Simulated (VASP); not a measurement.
# Ta3Si3N: relaxation of cell and atoms with PBE

Ta3Si3N:

```
CELL_PARAMETERS angstrom
4.52252 0.00000 0.00000
0.00000 4.52252 0.00000
0.00000 0.00000 4.52252
ATOMIC_POSITIONS crystal
Ta 0.00000 0.50000 0.00000
Ta 0.00000 0.00000 0.50000
Ta 0.50000 0.00000 0.00000
Si 0.50000 0.00000 0.50000
Si 0.50000 0.50000 0.00000
Si 0.00000 0.50000 0.50000
N 0.50000 0.50000 0.50000
```

```json
{
  "Program": "VASP 6.6.1",
  "Task": "relaxation of cell and atoms",
  "Functional": "PBE",
  "Potentials or basis": "VASP PAW PBE potentials, release 64 (Ta_pv, Si, N)",
  "Cutoff": "600 eV",
  "k mesh": "4 × 4 × 4",
  "Occupations": "gaussian, width 0.1 eV",
  "Spin": "no spin polarisation",
  "Dipole correction": "no",
  "Further INCAR settings": "ALGO = Normal; EDIFF = 1e-06; IBRION = 2; EDIFFG = -0.04; NSW = 90; ISIF = 3"
}
```

```json
{
  "Relaxed volume": "17.54 Å³/atom",
  "Relaxed cell": "a = 4.970 Å, b = 4.970 Å, c = 4.970 Å, α = 90.00°, β = 90.00°, γ = 90.00°",
  "Space group after relaxing (to 0.05 Å)": "Pm-3m (No. 221)",
  "Energy gained by relaxing": "733.5 meV/atom",
  "Ionic steps": "5",
  "Pressure after relaxing": "0.0 GPa",
  "Band gap on the k mesh": "zero (band 25 reaches 5.87 eV, above the bottom of band 26 at 5.42 eV)"
}
```

The path:
| step | energy change (eV) | largest force (eV/Å) | pressure (GPa) | volume (Å³) |
| --- | --- | --- | --- | --- |
| 1 | 0.0000 | 0.0000 | 68.00 | 92.50 |
| 2 | 2.3497 | 0.0000 | -24.49 | 189.73 |
| 3 | -5.0909 | 0.0000 | -3.80 | 126.38 |
| 4 | -5.1315 | 0.0000 | -1.07 | 123.74 |
| 5 | -5.1348 | 0.0000 | 0.00 | 122.76 |

Final structure:
```cif
data_structure
_symmetry_space_group_name_H-M 'P 1'
_symmetry_Int_Tables_number 1
_cell_length_a 4.9700
_cell_length_b 4.9700
_cell_length_c 4.9700
_cell_angle_alpha 90.000
_cell_angle_beta 90.000
_cell_angle_gamma 90.000
_cell_volume 122.76
loop_
_atom_site_label
_atom_site_type_symbol
_atom_site_fract_x
_atom_site_fract_y
_atom_site_fract_z
_atom_site_occupancy
Ta1 Ta 0.00000 0.50000 0.00000 1
Ta2 Ta 0.00000 0.00000 0.50000 1
Ta3 Ta 0.50000 0.00000 0.00000 1
Si1 Si 0.50000 0.00000 0.50000 1
Si2 Si 0.50000 0.50000 0.00000 1
Si3 Si 0.00000 0.50000 0.50000 1
N1 N 0.50000 0.50000 0.50000 1
```

Levels at points of the mesh, in eV from the Fermi level:
```csv
k point,band 22,band 23,band 24,band 25,band 26,band 27,band 28,band 29
"(0.00, 0.00, 0.00)",0.03,0.03,0.22,0.22,0.22,0.69,0.69,0.74
"(0.50, 0.00, 0.00)",-1.04,-1.04,-0.54,-0.40,0.42,0.79,0.79,0.81
"(0.50, 0.50, 0.00)",-1.40,-0.97,-0.90,-0.90,0.16,0.16,0.84,1.04
"(0.50, 0.50, 0.50)",-0.27,-0.27,-0.27,-0.23,-0.23,-0.23,0.16,0.16
```

Run time: 78 s on 1 thread of Intel(R) Xeon(R) 6975P-C (Granite Rapids) (shared host), peak memory 0.22 GiB.

Caveat: the volume moved by over 15 % at a fixed basis, so the end points are rough; spin-orbit coupling is left out, which moves the levels of the heavy elements.
